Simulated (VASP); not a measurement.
# MoS2 (P-3m1) in VASP: notebook, part 2 of 2

VASP 6.6.1. The steps go on from the part before.

**3. Single point, PBEsol**

This run uses another cell than the first one, of 18.22 Å³/atom.

INCAR reads:

```
SYSTEM = MoS2
PREC     = Accurate       ! precision mode
ENCUT    = 520            ! plane-wave cutoff, eV
EDIFF    = 1E-6           ! SCF threshold, eV
ISMEAR   = -1             ! smearing method
SIGMA    = 0.1            ! smearing width, eV
LREAL    = .FALSE.        ! projectors in reciprocal space
LASPH    = .TRUE.         ! aspherical terms in the spheres
NELM     = 100            ! most SCF steps
ALGO     = Normal         ! electronic algorithm
ISIF     = 2              ! what is computed and relaxed
LWAVE    = .FALSE.        ! write WAVECAR
LCHARG   = .FALSE.        ! write CHGCAR
GGA      = PS             ! functional
NBANDS   = 20             ! bands
```

KPOINTS reads:

```
Automatic mesh
0
G
  10 10 5
  0 0 0
```

POSCAR reads:

```
MoS2
1.0
    3.1838452610      0.0000000000      0.0000000000
   -1.5919221373      2.7572902071      0.0000000000
    0.0000000000      0.0000000000      6.2271588526
Mo S
1 2
Direct
    0.0000000000      0.0000000000      0.5000000000
    0.3333333333      0.6666666667      0.2553190000
    0.6666666667      0.3333333333      0.7446810000
```

Potentials or basis: VASP PAW PBE potentials, release 64 (Mo_sv, S).

Command:

```
> cat potpaw_PBE.64/Mo_sv/POTCAR potpaw_PBE.64/S/POTCAR > POTCAR
> mpirun -np 1 vasp_std > vasp.out
```

OUTCAR:

```text
SYSTEM = MoS2
   PREC = Accurate
   ENCUT = 520
   EDIFF = 1E-6
   ISMEAR = -1
   LREAL = .FALSE.
   LASPH = .TRUE.
   NELM = 100
   ISIF = 2
   GGA = PS

 ion  position               nearest neighbor table
   1  0.000  0.000  0.500-   2 2.39   3 2.39   3 2.39   2 2.39   3 2.39   2 2.39
   2  0.333  0.667  0.255-   1 2.39   1 2.39   1 2.39
   3  0.667  0.333  0.745-   1 2.39   1 2.39   1 2.39

  LATTYP: Found a hexagonal cell.
 ALAT       =     3.1838452610
 C/A-ratio  =     1.9558610241

  Lattice vectors:

 A1 = (   3.1838452610,   0.0000000000,   0.0000000000)
 A2 = (  -1.5919221373,   2.7572902071,   0.0000000000)
 A3 = (   0.0000000000,   0.0000000000,   6.2271588526)

Analysis of symmetry for initial positions (statically):
=====================================================================
 Subroutine PRICEL returns:
 Original cell was already a primitive cell.

 Routine SETGRP: Setting up the symmetry group for a
 hexagonal supercell.

 Subroutine GETGRP returns: Found 12 space group operations
 (whereof 12 operations were pure point group operations)
 out of a pool of 24 trial point group operations.

The static configuration has the point symmetry D_3d.

Analysis of symmetry for dynamics (positions and initial velocities):
=====================================================================
 Subroutine PRICEL returns:
 Original cell was already a primitive cell.

 Routine SETGRP: Setting up the symmetry group for a
 hexagonal supercell.

 Subroutine GETGRP returns: Found 12 space group operations
 (whereof 12 operations were pure point group operations)
 out of a pool of 24 trial point group operations.

The dynamic configuration has the point symmetry D_3d.

 Subroutine INISYM returns: Found 12 space group operations
 (whereof 12 operations are pure point group operations),
 and found     1 'primitive' translations

----------------------------------------------------------------------------------------

                                     Primitive cell
[... 111 lines left out ...]
   IMIX   =      4    mixing-type and parameters
     AMIX     =   0.40;   BMIX     =  1.00
     AMIX_MAG =   1.60;   BMIX_MAG =  1.00
  volume/ion in A,a.u.               =      18.22       122.97
  Fermi-wavevector in a.u.,A,eV,Ry     =   1.277883  2.414849 22.218116  1.632985
  Thomas-Fermi vector in A             =   2.410457
   LORBIT       =      0    0 simple, 1 ext, 2 COOP (PROOUT), +10 PAW based schemes
   GGA     = PS    functional components
   LHFCALC =     F    Hartree Fock is set to
   AEXX    =    0.0000 exact exchange contribution
   IVDW    =     0    specifies the selected vdW correction
   LEPSILON=     F    determine dielectric tensor
   LRPA    =     F    only Hartree local field effects (RPA)
 non-spin polarized calculation
  energy-cutoff  :      520.00
  volume of cell :       54.67
 maximum number of plane-waves:      1500
   NGX = 11   NGY = 11   NGZ = 23

 number of electron      25.9999998 magnetization

 Free energy of the ion-electron system (eV)
  ---------------------------------------------------
  ext. energy  EPLUGINS =         0.00000000
  ---------------------------------------------------
  free energy    TOTEN  =       -22.59647598 eV

  energy without entropy =      -22.55812533  energy(sigma->0) =      -22.57730066

 E-fermi :   7.3667     XC(G=0): -10.8241

 val. band max:        7.3229644100   @ k =   0.1000  -0.0000   0.0000
 cond. band min:       7.3729626554   @ k =   0.2000   0.2000   0.4000
 fundamental gap:      0.0499982454
 Fermi energy:         7.3667273352

 k-point     1 :       0.0000    0.0000    0.0000
  band No.  band energies     occupation
      1     -54.3185      2.00000
      2     -28.4234      2.00000
      3     -28.3483      2.00000
      4     -28.3483      2.00000
      5      -7.7388      2.00000
      6      -6.1490      2.00000
[... 541 lines left out ...]
     19      13.8869      0.00000
     20      15.0984      0.00000

 [... further k-points ...]

------------------------ aborting loop because EDIFF is reached ----------------------------------------

  FORCE on cell =-STRESS in cart. coord.  units (eV):
  Direction    XX          YY          ZZ          XY          YZ          ZX
  --------------------------------------------------------------------------------------
  -------------------------------------------------------------------------------------
  Total        0.2821017      0.2821016      1.8586381      0.0000001      0.0000000      0.0000000
  in kB        8.2678385      8.2678345     54.4729677      0.0000015      0.0000000      0.0000000
  external PRESSURE =      23.6695469 kB  Pullay stress =       0.0000000 kB

 VOLUME and BASIS-vectors are now :
 -----------------------------------------------------------------------------
  energy-cutoff  :      520.00
  volume of cell :       54.67
      direct lattice vectors                 reciprocal lattice vectors
     3.183845261  0.000000000  0.000000000     0.314085616  0.181337403  0.000000000
    -1.591922137  2.757290207  0.000000000     0.000000000  0.362674918  0.000000000
     0.000000000  0.000000000  6.227158853     0.000000000  0.000000000  0.160586878

 POSITION                                       TOTAL-FORCE (eV/Angst)
 -----------------------------------------------------------------------------------
      0.00000      0.00000      3.11358         0.000000      0.000000      0.000000
      0.00000      1.83819      1.58991         0.000000      0.000000     -0.704404
      1.59192      0.91910      4.63725        -0.000000      0.000000      0.704404
 -----------------------------------------------------------------------------------
    total drift:                                0.000000      0.000000      0.000000

  FREE ENERGIE OF THE ION-ELECTRON SYSTEM (eV)
  ---------------------------------------------------
  free  energy   TOTEN  =       -22.5964759846 eV

  energy  without entropy=      -22.5581253292  energy(sigma->0) =      -22.57730066
```

OSZICAR:

```text
N       E                     dE             d eps       ncg     rms          rms(c)
DAV:   1     0.196386016505E+03    0.19639E+03   -0.14895E+04  2448   0.123E+03
DAV:   2    -0.164192978669E+02   -0.21281E+03   -0.20786E+03  2864   0.320E+02
DAV:   3    -0.240555751888E+02   -0.76363E+01   -0.75476E+01  2876   0.575E+01
DAV:   4    -0.241439429620E+02   -0.88368E-01   -0.88238E-01  2816   0.650E+00
DAV:   5    -0.241453762429E+02   -0.14333E-02   -0.14331E-02  2880   0.804E-01    0.257E+01
DAV:   6    -0.230644489864E+02    0.10809E+01   -0.12972E+01  2400   0.203E+01    0.947E+00
DAV:   7    -0.227652406031E+02    0.29921E+00   -0.56026E+00  2396   0.125E+01    0.648E+00
DAV:   8    -0.225968212428E+02    0.16842E+00   -0.85170E-01  2580   0.514E+00    0.182E+00
DAV:   9    -0.225980600008E+02   -0.12388E-02   -0.30830E-02  2712   0.106E+00    0.655E-01
DAV:  10    -0.225965717825E+02    0.14882E-02   -0.13920E-02  2588   0.738E-01    0.135E-01
DAV:  11    -0.225964861327E+02    0.85650E-04   -0.91952E-04  2652   0.200E-01    0.501E-02
DAV:  12    -0.225964658832E+02    0.20250E-04   -0.69073E-05  2624   0.531E-02    0.209E-02
DAV:  13    -0.225964762929E+02   -0.10410E-04   -0.22177E-05  2496   0.259E-02    0.105E-02
DAV:  14    -0.225964759846E+02    0.30831E-06   -0.28275E-06  2116   0.101E-02
   1 F= -.22596476E+02 E0= -.22577301E+02  d E =-.383507E-01
```

Wall time 48 s (1 thread of Intel Xeon 8259CL, shared host); peak memory 0.21 GiB.

Results:

| Property | Result |
| --- | --- |
| Free energy | -22.5965 eV |
| Pressure | 2.4 GPa |
| Largest force | 0.704 eV/Å |
| Band gap on the k mesh | zero (bands 13 and 14 overlap by 0.76 eV) |

Forces on the atoms (eV/Å):
```
Mo   0.000  0.000  0.000
S    0.000  0.000 -0.704
S    0.000  0.000  0.704
```

Levels at points of the mesh, in eV from the Fermi level:
```
           k point  band 9  band 10  band 11  band 12  band 13  band 14  band 15  band 16  band 17  band 18
(0.00, 0.00, 0.00)   -4.24    -1.89    -1.20    -1.04    -1.04    -0.28    -0.28     3.37     3.37     6.00
(0.50, 0.00, 0.00)   -4.98    -4.29    -3.31    -1.82    -1.81     1.00     1.80     3.83     3.89     5.53
```

Caveat: the PAW data sets were made with another functional, which shifts forces and pressure a little; this functional lacks dispersion, which binds the layers, so the pressure and a relaxed spacing across them are unreliable.

**4. Single point, PBEsol**

This run uses another cell than the first one, of 19.74 Å³/atom.

INCAR reads:

```
SYSTEM = MoS2
PREC = Accurate
ENCUT = 520
EDIFF = 1E-6
ISMEAR = -1
SIGMA = 0.1
LREAL = .False.
LASPH = .True.
NELM = 60
ALGO = Normal
ISIF = 2
LWAVE = .False.
LCHARG = .True.
GGA = PS
LELF = .True.
LVHAR = .True.
NBANDS = 20
```

KPOINTS reads:

```
Automatic mesh
0
Gamma
  10 10 5
  0 0 0
```

POSCAR reads:

```
MoS2
1.0
    3.2699365153      0.0000000000      0.0000000000
   -1.6349677510      2.8318474022      0.0000000000
    0.0000000000      0.0000000000      6.3955413813
Mo S
1 2
Direct
    0.0000000000      0.0000000000      0.5000000000
    0.3333333333      0.6666666667      0.2553190000
    0.6666666667      0.3333333333      0.7446810000
```

Command:

```
> cat potpaw_PBE.64/Mo_sv/POTCAR potpaw_PBE.64/S/POTCAR > POTCAR
> mpirun -np 1 vasp_std > vasp.out
```

Run time: 54 s. Hardware: 1 thread of Intel Xeon 8259CL, shared host; peak memory 0.21 GiB.

Results (log left out):

- Free energy: -22.5100 eV
- Pressure: -7.8 GPa
- Largest force: 0.564 eV/Å
- Band gap on the k mesh: zero (bands 13 and 14 overlap by 0.77 eV)

Forces in eV/Å, atoms in the order of the input:
```
Mo   0.000  0.000  0.000
S    0.000  0.000  0.564
S    0.000  0.000 -0.564
```

Stress tensor (GPa, compression positive):
```
-8.82  0.00  0.00
 0.00 -8.82  0.00
 0.00  0.00 -5.82
```

Levels at points of the mesh, in eV from the Fermi level:
| k point | band 9 | band 10 | band 11 | band 12 | band 13 | band 14 | band 15 | band 16 | band 17 | band 18 |
| --- | --- | --- | --- | --- | --- | --- | --- | --- | --- | --- |
| (0.00, 0.00, 0.00) | -3.86 | -1.77 | -0.99 | -0.89 | -0.89 | -0.32 | -0.32 | 3.06 | 3.06 | 5.75 |
| (0.50, 0.00, 0.00) | -4.57 | -3.92 | -3.09 | -1.71 | -1.66 | 0.87 | 1.61 | 3.47 | 3.66 | 5.54 |

Caveat: the cell stands under tension; the PAW data sets were made with another functional, which shifts forces and pressure a little; this functional lacks dispersion, which binds the layers, so the pressure and a relaxed spacing across them are unreliable.

**5. Single point, PBEsol**

This run uses another cell than the first one, of 20.50 Å³/atom.

INCAR reads:

```
SYSTEM = MoS2
  PREC = Accurate
  ENCUT = 520
  EDIFF = 1E-6
  ISMEAR = -1
  SIGMA = 0.1
  LREAL = .False.
  LASPH = .True.
  NELM = 80
  ALGO = Normal
  ISIF = 2
  LWAVE = .False.
  LCHARG = .False.
  GGA = PS
  NBANDS = 20
```

KPOINTS is that of step 4.

POSCAR reads:

```
MoS2
1.0
    3.3113325112      0.0000000000      0.0000000000
   -1.6556657426      2.8676973776      0.0000000000
    0.0000000000      0.0000000000      6.4765061964
Mo S
1 2
Direct
    0.0000000000      0.0000000000      0.5000000000
    0.3333333333      0.6666666667      0.2553190000
    0.6666666667      0.3333333333      0.7446810000
```

Potentials or basis: VASP PAW PBE potentials, release 64 (Mo_sv, S).

Command:

```
> cat potpaw_PBE.64/Mo_sv/POTCAR potpaw_PBE.64/S/POTCAR > POTCAR
> mpirun -np 1 vasp_std > vasp.out
```

OUTCAR:

```text
SYSTEM = MoS2
   PREC = Accurate
   ENCUT = 520
   EDIFF = 1E-6
   ISMEAR = -1
   LREAL = .False.
   LASPH = .True.
   NELM = 80
   ISIF = 2
   GGA = PS

 ion  position               nearest neighbor table
   1  0.000  0.000  0.500-   2 2.48   3 2.48   3 2.48   2 2.48   3 2.48   2 2.48
   2  0.333  0.667  0.255-   1 2.48   1 2.48   1 2.48
   3  0.667  0.333  0.745-   1 2.48   1 2.48   1 2.48

  LATTYP: Found a hexagonal cell.
 ALAT       =     3.3113325112
 C/A-ratio  =     1.9558610241

  Lattice vectors:
[... 743 lines left out ...]

  FORCE on cell =-STRESS in cart. coord.  units (eV):
  Direction    XX          YY          ZZ          XY          YZ          ZX
  --------------------------------------------------------------------------------------
  -------------------------------------------------------------------------------------
  Total       -4.6922225     -4.6922202     -3.8000410     -0.0000008      0.0000000      0.0000000
  in kB     -122.2397027   -122.2396433    -98.9969840     -0.0000219      0.0000000      0.0000000
  external PRESSURE =    -114.4921100 kB  Pullay stress =       0.0000000 kB

 VOLUME and BASIS-vectors are now :
 -----------------------------------------------------------------------------
  energy-cutoff  :      520.00
  volume of cell :       61.50
      direct lattice vectors                 reciprocal lattice vectors
     3.311332511  0.000000000  0.000000000     0.301993230  0.174355861  0.000000000
    -1.655665743  2.867697378  0.000000000     0.000000000  0.348711830  0.000000000
     0.000000000  0.000000000  6.476506196     0.000000000  0.000000000  0.154404237

 POSITION                                       TOTAL-FORCE (eV/Angst)
 -----------------------------------------------------------------------------------
      0.00000      0.00000      3.23825         0.000000      0.000000      0.000000
      0.00000      1.91180      1.65358         0.000000      0.000000      1.066801
      1.65567      0.95590      4.82293         0.000000     -0.000000     -1.066801
 -----------------------------------------------------------------------------------
    total drift:                                0.000000      0.000000      0.000000

  FREE ENERGIE OF THE ION-ELECTRON SYSTEM (eV)
  ---------------------------------------------------
  free  energy   TOTEN  =       -22.3728133819 eV

  energy  without entropy=      -22.3259838551  energy(sigma->0) =      -22.34939862
```

OSZICAR:

```text
N       E                     dE             d eps       ncg     rms          rms(c)
DAV:   1     0.185127377430E+03    0.18513E+03   -0.14793E+04  2520   0.121E+03
DAV:   2    -0.166835537263E+02   -0.20181E+03   -0.19708E+03  2848   0.306E+02
DAV:   3    -0.241451021896E+02   -0.74615E+01   -0.73830E+01  2908   0.559E+01
DAV:   4    -0.242352172470E+02   -0.90115E-01   -0.90032E-01  2848   0.645E+00
DAV:   5    -0.242366164674E+02   -0.13992E-02   -0.13991E-02  2896   0.782E-01    0.197E+01
DAV:   6    -0.231843358263E+02    0.10523E+01   -0.19570E+01  2392   0.224E+01    0.909E+00
DAV:   7    -0.225309979393E+02    0.65334E+00   -0.84262E+00  2396   0.141E+01    0.501E+00
DAV:   8    -0.223749154197E+02    0.15608E+00   -0.86636E-01  2552   0.491E+00    0.161E+00
DAV:   9    -0.223749009353E+02    0.14484E-04   -0.33661E-02  2708   0.108E+00    0.586E-01
DAV:  10    -0.223730917898E+02    0.18091E-02   -0.22534E-02  2548   0.863E-01    0.221E-01
DAV:  11    -0.223728665608E+02    0.22523E-03   -0.11191E-03  2640   0.204E-01    0.809E-02
DAV:  12    -0.223728059258E+02    0.60635E-04   -0.19543E-04  2652   0.788E-02    0.455E-02
DAV:  13    -0.223728122260E+02   -0.63002E-05   -0.91860E-05  2496   0.546E-02    0.981E-03
DAV:  14    -0.223728134308E+02   -0.12048E-05   -0.28272E-06  2776   0.107E-02    0.806E-03
DAV:  15    -0.223728133819E+02    0.48832E-07   -0.13976E-06  1792   0.593E-03
   1 F= -.22372813E+02 E0= -.22349399E+02  d E =-.468295E-01
```

Wall time 99 s (1 thread of Intel Xeon 8259CL, shared host); peak memory 0.22 GiB.

What came out:

```
Free energy            : -22.3728 eV
Pressure               : -11.4 GPa
Largest force          : 1.067 eV/Å
Band gap on the k mesh : zero (bands 13 and 14 overlap by 0.76 eV)
```

Forces in eV/Å, atoms in the order of the input:
```
Mo   0.000  0.000  0.000
S    0.000  0.000  1.067
S    0.000  0.000 -1.067
```

Levels at points of the mesh, in eV from the Fermi level:
```tsv
k point	band 11	band 12	band 13	band 14	band 15	band 16
(0.00, 0.00, 0.00)	-0.90	-0.82	-0.82	-0.33	-0.33	2.92
(0.50, 0.00, 0.00)	-2.99	-1.67	-1.58	0.82	1.53	3.31
```

Caveat: the cell stands under tension; the PAW data sets were made with another functional, which shifts forces and pressure a little; this functional lacks dispersion, which binds the layers, so the pressure and a relaxed spacing across them are unreliable.

**6. Overview**

```tsv
cell	gap on the mesh (eV)	pressure (GPa)	largest force (eV/Å)
a = 3.139, b = 3.139, c = 6.139 Å, angles 90.0, 90.0, 120.0°, 3 atoms	none	9.4	1.50
a = 3.184, b = 3.184, c = 6.227 Å, angles 90.0, 90.0, 120.0°, 3 atoms	none	2.4	0.70
a = 3.270, b = 3.270, c = 6.396 Å, angles 90.0, 90.0, 120.0°, 3 atoms	none	-7.8	0.56
a = 3.311, b = 3.311, c = 6.477 Å, angles 90.0, 90.0, 120.0°, 3 atoms	none	-11.4	1.07
```

Alike in all rows: task single point; level PBEsol; potentials or basis VASP PAW PBE potentials, release 64 (Mo_sv, S); no spin polarisation; k mesh 10 × 10 × 5; cutoff (eV) 520; smearing fermi-dirac 0.1 eV.

Caveats: the PAW data sets were made with another functional, which shifts forces and pressure a little; this functional lacks dispersion, which binds the layers, so the pressure and a relaxed spacing across them are unreliable; the cell stands under tension (at least some runs); the cell stands under pressure (at least some runs).

Total energies depend on the potentials used, so only differences within one code and one set of settings carry meaning.
